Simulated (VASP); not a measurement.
Crystal: Er4Se.

```
Er Se
1.0
     4.90304    0.00000    0.00000
     0.00000    4.90304    0.00000
     0.00000    0.00000    4.90304
Er Se
4 1
Cartesian
  2.4515 2.4515 2.4515
  0.0000 2.4515 2.4515
  2.4515 0.0000 2.4515
  2.4515 2.4515 0.0000
  0.0000 0.0000 0.0000
```

The cell was generated, and may not be a known phase.

* Program: VASP 6.6.1
* Task: relaxation of cell and atoms
* Functional: PBE
* Potentials or basis: VASP PAW PBE potentials, release 64 (Er_3, Se), 4f in core
* Cutoff: 500 eV
* k mesh: 4 × 4 × 4
* Occupations: gaussian, width 0.1 eV
* Spin: no spin polarisation

At the start: pressure 21.4 GPa; volume 23.57 Å³/atom.

Where does the relaxation end?

Over 4 steps the energy falls by 526.8 meV/atom and the volume is 34.60 Å³/atom (+46.8 %); space group Pm-3m (No. 221, to 0.1 Å) before and after.

The path:
```tsv
step	energy change (eV)	largest force (eV/Å)	pressure (GPa)	volume (Å³)
1	0.0000	0.0000	21.44	117.87
2	-2.6085	0.0000	-1.04	180.29
3	-2.6321	0.0000	0.34	170.84
4	-2.6341	0.0000	-0.03	173.02
```

Final structure:
```cif
data_structure
_symmetry_space_group_name_H-M 'P 1'
_symmetry_Int_Tables_number 1
_cell_length_a 5.5723
_cell_length_b 5.5723
_cell_length_c 5.5723
_cell_angle_alpha 90.000
_cell_angle_beta 90.000
_cell_angle_gamma 90.000
_cell_volume 173.02
loop_
_atom_site_label
_atom_site_type_symbol
_atom_site_fract_x
_atom_site_fract_y
_atom_site_fract_z
_atom_site_occupancy
Er1 Er 0.50000 0.50000 0.50000 1
Er2 Er 0.00000 0.50000 0.50000 1
Er3 Er 0.50000 0.00000 0.50000 1
Er4 Er 0.50000 0.50000 0.00000 1
Se1 Se 0.00000 0.00000 0.00000 1
```

Caveat: the volume moved by over 15 % at a fixed basis, so the end points are rough; the run has no spin polarisation, though such a crystal can be magnetic.
